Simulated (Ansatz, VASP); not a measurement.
## One calculation of Cs, two programs

The input INCAR:

```
SYSTEM = Cs
PREC = Accurate ; ENCUT = 600
EDIFF = 1E-7 ; ISMEAR = -1
SIGMA = 0.1 ; LREAL = .False.
LASPH = .True. ; NELM = 100
ALGO = Normal ; ISIF = 3
LWAVE = .False. ; LCHARG = .False.
GGA = B5 ; ALDAX = 1.0
AGGAX = 1.0 ; AGGAC = 1.0
ALDAC = 0.0 ; IBRION = 2
NSW = 80 ; EDIFFG = -0.01
```

Contents of KPOINTS:

```
Automatic mesh
0
Gamma
  8 8 8
  0 0 0
```

File POSCAR:

```
Cs
1.0
   -3.0225000000      3.0225000000      3.0225000000
    3.0225000000     -3.0225000000      3.0225000000
    3.0225000000      3.0225000000     -3.0225000000
Cs
1
Direct
    0.0000000000      0.0000000000      0.0000000000
```

Input for Ansatz:

```yaml
crystal:
  lattice:
    - [-3.0225, 3.0225, 3.0225]
    - [3.0225, -3.0225, 3.0225]
    - [3.0225, 3.0225, -3.0225]
  atoms:
    - { symbol: Cs, position: [0.0, 0.0, 0.0] }
hamiltonian:
  xc: blyp
  pseudopotentials:
    kind: paw
    azcp:
      Cs: "pseudopotentials/Cs.paw.azcp"
basis:
  ecutwfc: 420
  fft_grid_basis: typed
kpoints:
  mp_grid: { grid: [8, 8, 8], shift: [0, 0, 0] }
magnetization:
  spin_polarized: false
scf:
  occupations: { method: fermi_dirac, width: 0.1 }
relax:
  max_steps: 60
  f_tol: 0.01
  cell: {}
```

Alike in both runs: task relaxation of cell and atoms; functional BLYP; k mesh 8 × 8 × 8; occupations fermi-dirac, width 0.1 eV; no spin polarisation.

```csv
,VASP,Ansatz
version,VASP 6.6.1,Ansatz 0.2.0
potentials or method,"VASP PAW PBE potentials, release 64 (Cs_sv), cutoff 600 eV","plane waves (420 eV) with PAW, scalar-relativistic"
valence electrons in the cell,9,9
```

|  | VASP | Ansatz | Ansatz less VASP |
| --- | --- | --- | --- |
| relaxed volume (Å³/atom) | 124.79 | 124.28 | -0.515 |
| relaxed length of the cell vector where the two differ most in proportion (Å) | 5.453 | 5.445 | -0.0075 |

VASP's potentials were made for PBE, not for BLYP.

Spin-orbit coupling is off throughout.
